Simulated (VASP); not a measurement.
# Al (a cell with a defect) in VASP: further runs

Al (a cell with a defect) is run at these levels: PBE+D3(BJ); tasks: single point.

Everything below comes from runs of VASP 6.6.1. Logs are shortened: lines on timing, memory, paths and dates and some standing lists are left out, and cuts for length are marked.

### 1 The cell of the first run

The cell holds a defect, 33 atoms: a = 8.100 Å, b = 8.100 Å, c = 8.100 Å, α = 90.00°, β = 90.00°, γ = 90.00°.

### 2 Single point, PBE+D3(BJ)

The input, INCAR:

```
ALGO = Normal ; EDIFF = 1E-6
ENCUT = 520 ; GGA = PE
ISIF = 2 ; ISMEAR = 0
IVDW = 12 ; LASPH = True
LCHARG = False ; LREAL = Auto
LWAVE = False ; NBANDS = 72
NELM = 100 ; PREC = Accurate
SIGMA = 0.05
```

The input, KPOINTS:

```
k-points
0
Gamma
  3 3 3
```

The input, POSCAR:

```
Al
1.0
    8.1000000000      0.0000000000      0.0000000000
    0.0000000000      8.1000000000      0.0000000000
    0.0000000000      0.0000000000      8.1000000000
Al
33
Direct
    0.4996961728      0.0049055556     -0.0079458025
    0.7539046914      0.2522632099      0.0042703704
    0.7267660494     -0.0109456790      0.2487977778
   -0.0003351852      0.0101625926     -0.0224491358
    0.2454864198      0.2522341975      0.0042480247
    0.4996760494      0.4983733333     -0.0154407407
    0.7434153086      0.7533228395     -0.0001706173
    0.2726519753     -0.0109696296      0.2487967901
    0.4996843210      0.2439907407      0.2467406173
    0.7051259259      0.5094461728      0.2426482716
    0.4996932099      0.0111788889      0.5035975309
    0.7604390123      0.2559798765      0.4889234568
    0.7447120988      0.0073085185      0.7478806173
   -0.0002886420      0.5004991358     -0.0217766667
    0.2559683951      0.7533276543     -0.0001687654
   -0.0002523457      0.1387308642      0.2586041975
    0.2941924691      0.5094187654      0.2426500000
    0.4996872840      0.7575260494      0.2504213580
   -0.0003256790     -0.0268769136      0.5274814815
    0.2389504938      0.2559730864      0.4889367901
    0.4996769136      0.4940927160      0.5084119753
    0.7365291358      0.7528069136      0.5026179012
    0.2546574074      0.0073013580      0.7478816049
    0.4996900000      0.2511541975      0.7478887654
    0.7413043210      0.4993014815      0.7527372840
   -0.0002935802      0.7656940741      0.2463679012
   -0.0002892593      0.5481704938      0.5595466667
    0.2628518519      0.7528165432      0.5026169136
   -0.0003053086      0.2551964198      0.7393345679
    0.2580825926      0.4993016049      0.7527388889
    0.4996896296      0.7550300000      0.7507125926
   -0.0003030864      0.7634961728      0.7830748148
   -0.0003713580      0.4324659259      0.2838603704
```

Potentials or basis: VASP PAW PBE potentials, release 64 (Al).

Started as:

```bash
cat potpaw_PBE.64/Al/POTCAR > POTCAR
mpirun -np 1 vasp_std > vasp.out
```

OUTCAR:

```text
EDIFF = 1E-6
   ENCUT = 520
   GGA = PE
   ISIF = 2
   ISMEAR = 0
   IVDW = 12
   LASPH = True
   LREAL = Auto
   NELM = 100
   PREC = Accurate
 IVDW          = 12

 ion  position               nearest neighbor table
   1  0.500  0.005  0.992-   8 2.78   3 2.78  13 2.80  23 2.80  24 2.81  31 2.81   9 2.83   7 2.84
                            15 2.84   5 2.87   2 2.87  18 2.90
   2  0.754  0.252  0.004-   4 2.80  14 2.84   9 2.85  25 2.86  10 2.87   6 2.87  13 2.87   1 2.87
                             3 2.92  24 2.92  29 2.93  16 3.01  33 3.35
   3  0.727  0.989  0.249-  16 2.52  18 2.63   9 2.77  11 2.77   1 2.78   7 2.78  22 2.81  26 2.86
                             2 2.92  12 2.92   4 3.12  19 3.16
   4  1.000  0.010  0.978-  16 2.50  32 2.54  29 2.77  13 2.78  23 2.78   2 2.80   5 2.80  26 2.94
                             7 2.94  15 2.94   3 3.12   8 3.12
   5  0.245  0.252  0.004-   4 2.80  14 2.84   9 2.85  30 2.86  17 2.87   6 2.87  23 2.87   1 2.87
                             8 2.92  24 2.92  29 2.93  16 3.01  33 3.35
   6  0.500  0.498  0.985-  10 2.67  17 2.67  30 2.71  25 2.71  24 2.77  31 2.81  15 2.86   7 2.86
                             5 2.87   2 2.87   9 2.96  18 3.01
   7  0.743  0.753  1.000-  32 2.72   3 2.78  10 2.80  31 2.82  18 2.83   1 2.84   6 2.86  25 2.87
                            26 2.88  13 2.90  14 2.92   4 2.94
   8  0.273  0.989  0.249-  16 2.52  18 2.63   9 2.77  11 2.77   1 2.78  15 2.78  28 2.81  26 2.86
                             5 2.92  20 2.92   4 3.12  19 3.16
   9  0.500  0.244  0.247-  10 2.72  17 2.72   8 2.77   3 2.77  11 2.81   1 2.83   5 2.85   2 2.85
[... 19 lines left out ...]
  19  1.000  0.973  0.527-  16 2.56  32 2.68  13 2.74  23 2.74  22 2.79  28 2.79  26 2.83  29 2.86
                            12 3.02  20 3.02   3 3.16   8 3.16
  20  0.239  0.256  0.489-  29 2.81  16 2.85  21 2.86   9 2.88  17 2.90  11 2.90  23 2.91  30 2.91
                             8 2.92  33 2.93  24 2.98  19 3.02  27 3.11
  21  0.500  0.494  0.508-  10 2.72  17 2.72  24 2.76  30 2.78  25 2.78  28 2.84  22 2.84  20 2.86
                            12 2.86  31 2.88   9 2.93  18 2.99
  22  0.737  0.753  0.503-  27 2.74  31 2.78  19 2.79  18 2.80   3 2.81  11 2.84  21 2.84  13 2.86
                            25 2.88  10 2.90  26 2.98  32 3.12
  23  0.255  0.007  0.748-  19 2.74   4 2.78  24 2.80   1 2.80  11 2.80  31 2.85  28 2.86  32 2.87
                             5 2.87  29 2.88  15 2.90  20 2.91
  24  0.500  0.251  0.748-  21 2.76   6 2.77  11 2.77  13 2.80  23 2.80  30 2.81  25 2.81   1 2.81
                             5 2.92   2 2.92  20 2.98  12 2.98
  25  0.741  0.499  0.753-  27 2.64   6 2.71  14 2.78  21 2.78  24 2.81  31 2.85   2 2.86   7 2.87
                            29 2.88  22 2.88  12 2.91  32 3.00
  26  1.000  0.766  0.246-  33 2.72  19 2.83   8 2.86   3 2.86  15 2.88   7 2.88   4 2.94  28 2.98
                            22 2.98  16 3.02  14 3.05  27 3.09  17 3.16  10 3.16
  27  1.000  0.548  0.560-  33 2.42  32 2.51  30 2.64  25 2.64  28 2.74  22 2.74  29 2.78  26 3.09
                            20 3.11  12 3.11
  28  0.263  0.753  0.503-  27 2.74  31 2.78  19 2.79  18 2.80   8 2.81  11 2.84  21 2.84  23 2.86
                            30 2.88  17 2.90  26 2.98  32 3.12
  29  1.000  0.255  0.739-   4 2.77  14 2.77  27 2.78  20 2.81  12 2.81  19 2.86  23 2.88  30 2.88
                            25 2.88  13 2.88   5 2.93   2 2.93
  30  0.258  0.499  0.753-  27 2.64   6 2.71  14 2.78  21 2.78  24 2.81  31 2.85   5 2.86  15 2.87
                            29 2.88  28 2.88  20 2.91  32 3.00
  31  0.500  0.755  0.751-  28 2.78  22 2.78   6 2.81   1 2.81  15 2.82   7 2.82  13 2.85  23 2.85
                            30 2.85  25 2.85  11 2.88  21 2.88
  32  1.000  0.763  0.783-  27 2.51   4 2.54  14 2.65  19 2.68  15 2.72   7 2.72  23 2.87  13 2.87
                            30 3.00  25 3.00  28 3.12  22 3.12
  33  1.000  0.432  0.284-  16 2.39  27 2.42  10 2.49  17 2.49  14 2.54  26 2.72  12 2.93  20 2.93
                             2 3.35   5 3.35

  LATTYP: Found a simple cubic cell.
 ALAT       =     8.1000000000

  Lattice vectors:

 A1 = (   8.1000000000,   0.0000000000,   0.0000000000)
 A2 = (   0.0000000000,   8.1000000000,   0.0000000000)
 A3 = (   0.0000000000,   0.0000000000,   8.1000000000)

Analysis of symmetry for initial positions (statically):
=====================================================================
 Subroutine PRICEL returns:
 Original cell was already a primitive cell.

 Routine SETGRP: Setting up the symmetry group for a
 simple cubic supercell.

 Subroutine GETGRP returns: Found  1 space group operations
 (whereof  1 operations were pure point group operations)
 out of a pool of 48 trial point group operations.

The static configuration has the point symmetry C_1 .

Analysis of symmetry for dynamics (positions and initial velocities):
=====================================================================
 Subroutine PRICEL returns:
 Original cell was already a primitive cell.

 Routine SETGRP: Setting up the symmetry group for a
 simple cubic supercell.

[... 120 lines left out ...]

 Following reciprocal coordinates:
            Coordinates               Weight
  0.000000  0.000000  0.000000      1.000000
  0.333333  0.000000  0.000000      2.000000
  0.000000  0.333333  0.000000      2.000000
  0.000000  0.000000  0.333333      2.000000
  0.333333  0.333333  0.000000      2.000000
  0.000000  0.333333  0.333333      2.000000
  0.333333  0.000000  0.333333      2.000000
 -0.333333  0.333333  0.000000      2.000000
 -0.333333  0.000000  0.333333      2.000000
  0.000000 -0.333333  0.333333      2.000000
  0.333333  0.333333  0.333333      2.000000
 -0.333333  0.333333  0.333333      2.000000
 -0.333333 -0.333333  0.333333      2.000000
  0.333333 -0.333333  0.333333      2.000000
   k-points           NKPTS =     14   k-points in BZ     NKDIM =     14   number of bands    NBANDS=     72
   number of dos      NEDOS =    301   number of ions     NIONS =     33
   total plane-waves  NPLWV = 216000
   dimension x,y,z NGX =    60 NGY =   60 NGZ =   60
   dimension x,y,z NGXF=   120 NGYF=  120 NGZF=  120
   ions per type =              33
   NGX,Y,Z   is equivalent  to a cutoff of  12.31, 12.31, 12.31 a.u.
   NGXF,Y,Z  is equivalent  to a cutoff of  24.63, 24.63, 24.63 a.u.
 SYSTEM =  unknown system
   PREC   = accura    normal or accurate (medium, high low for compatibility)
   ISTART =      0    job   : 0-new  1-cont  2-samecut
   ICHARG =      2    charge: 1-file 2-atom 10-const
   ISPIN  =      1    spin polarized calculation?
   LNONCOLLINEAR =      F non collinear calculations
   LSORBIT =      F    spin-orbit coupling
   LASPH  =      T    aspherical Exc in radial PAW
   ENCUT  =  520.0 eV  38.22 Ry    6.18 a.u.  15.06 15.06 15.06*2*pi/ulx,y,z
   NELM   =    100;   NELMIN=  2; NELMDL= -5     # of ELM steps
   EDIFF  = 0.1E-05   stopping-criterion for ELM
   LREAL  =      T    real-space projection
   EDIFFG = 0.1E-04   stopping-criterion for IOM
   NSW    =      0    number of steps for IOM
   IBRION =     -1    ionic relax: 0-MD 1-quasi-New 2-CG
   NFREE  =      0    steps in history (QN), initial steepest desc. (CG)
   ISIF   =      2    stress and relaxation
   ISYM   =      2    0-nonsym 1-usesym 2-fastsym
   POTIM  = 0.5000    time-step for ionic-motion
   TEBEG  =    0.0;   TEEND  =   0.0 temperature during run
   PSTRESS=    0.0 pullay stress
   NELECT =      99.0000    total number of electrons
   NUPDOWN=      -1.0000    fix difference up-down
   EMIN   =  10.00;   EMAX   =-10.00  energy-range for DOS
   EFERMI =   0.00;   METHOD = LEGACY
   ISMEAR =     0;   SIGMA  =   0.05  broadening in eV -4-tet -1-fermi 0-gaus
   EFERMI_NEDOS =   21; number of points for ismear=-14 and -15
   IALGO  =     38    algorithm
   IMIX   =      4    mixing-type and parameters
     AMIX     =   0.40;   BMIX     =  1.00
     AMIX_MAG =   1.60;   BMIX_MAG =  1.00
  volume/ion in A,a.u.               =      16.10       108.68
  Fermi-wavevector in a.u.,A,eV,Ry     =   0.934978  1.766853 11.894002  0.874184
  Thomas-Fermi vector in A             =   2.061839
   LORBIT       =      0    0 simple, 1 ext, 2 COOP (PROOUT), +10 PAW based schemes
   GGA     = PE    functional components
   LHFCALC =     F    Hartree Fock is set to
   AEXX    =    0.0000 exact exchange contribution
   IVDW    =    12    specifies the selected vdW correction
   LEPSILON=     F    determine dielectric tensor
   LRPA    =     F    only Hartree local field effects (RPA)
 non-spin polarized calculation
 Gauss-broadening in eV      SIGMA  =   0.05
  energy-cutoff  :      520.00
  volume of cell :      531.44
 maximum number of plane-waves:     14358
   NGX = 31   NGY = 31   NGZ = 31

 number of electron      99.0000000 magnetization

 Free energy of the ion-electron system (eV)
  ---------------------------------------------------
  ext. energy  EPLUGINS =         0.00000000
  ---------------------------------------------------
  free energy    TOTEN  =      -121.35483355 eV

  energy without entropy =     -121.34440650  energy(sigma->0) =     -121.34962002

 E-fermi :   8.2799     XC(G=0): -10.2730

 val. band max:        8.2783525127   @ k =  -0.3333   0.3333   0.0000
 cond. band min:       8.3049466002   @ k =   0.0000  -0.3333   0.3333
 fundamental gap:      0.0265940875
 Fermi energy:         8.2799267688

 k-point     1 :       0.0000    0.0000    0.0000
  band No.  band energies     occupation
      1      -3.0781      2.00000
      2      -1.0593      2.00000
      3      -0.9856      2.00000
      4      -0.8763      2.00000
      5      -0.7251      2.00000
      6      -0.6983      2.00000
[... 885 lines left out ...]
     60       9.8459      0.00000
     61       9.8707      0.00000
 [bands above 61 left out]

------------------------ aborting loop because EDIFF is reached ----------------------------------------

 Edisp (eV)  -11.39032

 E8    (eV) :    -5.0976

  FORCE on cell =-STRESS in cart. coord.  units (eV):
  Direction    XX          YY          ZZ          XY          YZ          ZX
  --------------------------------------------------------------------------------------
  -------------------------------------------------------------------------------------
  Total       3.30369     6.08475     4.13671    -0.00457     2.07077    -0.00133
  in kB       9.95988    18.34418    12.47128    -0.01377     6.24292    -0.00401
  external pressure =       13.59 kB  Pullay stress =        0.00 kB

 VOLUME and BASIS-vectors are now :
 -----------------------------------------------------------------------------
  energy-cutoff  :      520.00
  volume of cell :      531.44
      direct lattice vectors                 reciprocal lattice vectors
     8.100000000  0.000000000  0.000000000     0.123456790  0.000000000  0.000000000
     0.000000000  8.100000000  0.000000000     0.000000000  0.123456790  0.000000000
     0.000000000  0.000000000  8.100000000     0.000000000  0.000000000  0.123456790

 POSITION                                       TOTAL-FORCE (eV/Angst)
 -----------------------------------------------------------------------------------
      4.04754      0.03974      8.03564         0.001210      0.006418      0.011154
      6.10663      2.04333      0.03459         0.028935      0.006830      0.031692
      5.88681      8.01134      2.01526         0.001154      0.000851      0.015389
      8.09728      0.08232      7.91816         0.001451     -0.080264      0.034721
      1.98844      2.04310      0.03441        -0.029151      0.006856      0.033076
      4.04738      4.03682      7.97493        -0.000633      0.005480      0.019080
[... 25 lines left out ...]
      8.09755      6.18432      6.34291        -0.000495      0.015576     -0.165994
      8.09699      3.50297      2.29927        -0.002827      0.034708     -0.163909
 -----------------------------------------------------------------------------------
    total drift:                               -0.000666     -0.022138      0.008597

  FREE ENERGIE OF THE ION-ELECTRON SYSTEM (eV)
  ---------------------------------------------------
  free  energy   TOTEN  =      -132.7451572696 eV

  energy  without entropy=     -132.7347302255  energy(sigma->0) =     -132.73994375
```

It took 13 min on 1 thread of Oxide Virtual Turin-like, shared host; peak memory 0.61 GiB.

What came out:

```yaml
Free_energy: -132.7452 eV
Pressure: 1.4 GPa
Largest_force: 0.257 eV/Å
Dispersion_energy_per_atom: -0.345 eV
```

Forces on the atoms (eV/Å):
```
Al   0.001  0.006  0.011
Al   0.029  0.007  0.032
Al   0.001  0.001  0.015
Al   0.001 -0.080  0.035
Al  -0.029  0.007  0.033
Al  -0.001  0.005  0.019
Al   0.036  0.015 -0.014
Al  -0.001  0.001  0.014
Al   0.000  0.006  0.021
Al  -0.037  0.024  0.020
Al   0.000 -0.005  0.013
Al   0.026  0.026  0.002
Al  -0.001  0.011  0.011
Al  -0.001  0.078 -0.113
Al  -0.038  0.015 -0.015
Al  -0.001 -0.001  0.001
Al   0.037  0.025  0.022
Al   0.000  0.030  0.021
Al   0.001  0.056 -0.006
Al  -0.026  0.027  0.002
Al   0.000  0.014  0.020
Al   0.065 -0.011  0.026
Al   0.000  0.011  0.011
Al   0.000  0.006  0.008
Al  -0.027 -0.012  0.010
Al   0.000  0.020  0.034
Al   0.000 -0.257  0.001
Al  -0.065 -0.013  0.026
Al   0.001 -0.055  0.060
Al   0.029 -0.012  0.010
Al   0.000  0.005  0.000
Al   0.000  0.016 -0.166
Al  -0.003  0.035 -0.164
```

Stress tensor (GPa, compression positive):
```
1.00 0.00 0.00
0.00 1.83 0.62
0.00 0.62 1.25
```

### 3 Single point, PBE+D3(BJ)

The input, INCAR:

```
PREC = Accurate
ENCUT = 520
EDIFF = 1E-7
ISMEAR = 0
SIGMA = 0.05
LREAL = Auto
LASPH = T
NELM = 60
ALGO = Normal
ISIF = 2
LWAVE = F
LCHARG = T
GGA = PE
IVDW = 12
LELF = T
LVHAR = T
NBANDS = 72
```

The input, KPOINTS:

```
Automatic mesh
0
Gamma
  3 3 3
```

The input, POSCAR:

```
Al
1.0
    8.1000000000      0.0000000000      0.0000000000
    0.0000000000      8.1000000000      0.0000000000
    0.0000000000      0.0000000000      8.1000000000
Al
33
Direct
    0.4997041975      0.0026537037     -0.0089823457
    0.7484041975      0.2493629630     -0.0016690123
    0.7263434568     -0.0120165432      0.2469722222
   -0.0002913580      0.0246107407     -0.0281041975
    0.2510098765      0.2493650617     -0.0016716049
    0.4997087654      0.4957970370     -0.0173807407
    0.7371706173      0.7501606173      0.0030012346
    0.2730591358     -0.0120128395      0.2469724691
    0.4997092593      0.2427928395      0.2440729630
    0.7111474074      0.5037833333      0.2388019753
    0.4997018519      0.0115032099      0.5020749383
    0.7556238272      0.2498925926      0.4894130864
    0.7449946914      0.0039509877      0.7471883951
   -0.0002955556      0.4848995062      0.0005098765
    0.2622430864      0.7501593827      0.0030037037
   -0.0003039506      0.1378246914      0.2588440741
    0.2882861728      0.5037816049      0.2387918519
    0.4997056790      0.7510300000      0.2486254321
   -0.0002955556     -0.0374212346      0.5306148148
    0.2437918519      0.2498885185      0.4894125926
    0.4997062963      0.4908340741      0.5057628395
    0.7252060494      0.7543054321      0.4987454321
    0.2544154321      0.0039490123      0.7471854321
    0.4997053086      0.2499411111      0.7465198765
    0.7462341975      0.5003130864      0.7514332099
   -0.0002966667      0.7620433333      0.2407855556
   -0.0003166667      0.5923092593      0.5618204938
    0.2741883951      0.7542923457      0.4987403704
   -0.0002934568      0.2644627160      0.7292091358
    0.2531687654      0.5003148148      0.7514238272
    0.4997014815      0.7528230864      0.7514248148
   -0.0002886420      0.7587743210      0.8138871605
   -0.0002723457      0.4271913580      0.3181925926
```

Potentials or basis: VASP PAW PBE potentials, release 64 (Al).

Started as:

```bash
cat potpaw_PBE.64/Al/POTCAR > POTCAR
mpirun -np 1 vasp_std > vasp.out
```

Wall time 14 min (1 thread of Oxide Virtual Turin-like, shared host); peak memory 0.6 GiB.

Results (log left out):

```yaml
Free_energy: -132.4773 eV
Pressure: 1.7 GPa
Largest_force: 0.174 eV/Å
Dispersion_energy_per_atom: -0.345 eV
```

Forces on the atoms (eV/Å):
```
Al  -0.001  0.001  0.002
Al   0.009  0.008  0.020
Al  -0.013 -0.003  0.012
Al   0.001 -0.016  0.033
Al  -0.011  0.008  0.018
Al   0.000  0.009  0.005
Al   0.031  0.010 -0.005
Al   0.012 -0.004  0.012
Al   0.001  0.005  0.010
Al  -0.029  0.018  0.003
Al   0.000  0.002  0.013
Al   0.020  0.023 -0.007
Al   0.002  0.017  0.009
Al  -0.001  0.071 -0.082
Al  -0.028  0.011 -0.005
Al   0.001 -0.063  0.057
Al   0.027  0.017  0.002
Al  -0.002  0.022  0.007
Al   0.000 -0.043  0.029
Al  -0.019  0.023 -0.005
Al   0.000  0.005  0.010
Al   0.031 -0.004  0.020
Al  -0.001  0.017  0.009
Al   0.001  0.005  0.007
Al  -0.021 -0.009  0.015
Al   0.002  0.014  0.027
Al   0.002 -0.174 -0.011
Al  -0.032 -0.004  0.022
Al   0.000 -0.024  0.024
Al   0.022 -0.008  0.015
Al  -0.002  0.011  0.006
Al  -0.001  0.053 -0.106
Al   0.000  0.000 -0.168
```

Stress tensor (GPa, compression positive):
```
1.85 0.00 0.00
0.00 1.82 1.28
0.00 1.28 1.56
```

Levels at points of the mesh, in eV from the Fermi level:
```
           k point  band 47  band 48  band 49  band 50  band 51  band 52
(0.00, 0.00, 0.00)    -0.25    -0.21    -0.06     0.08     0.23     0.25
```
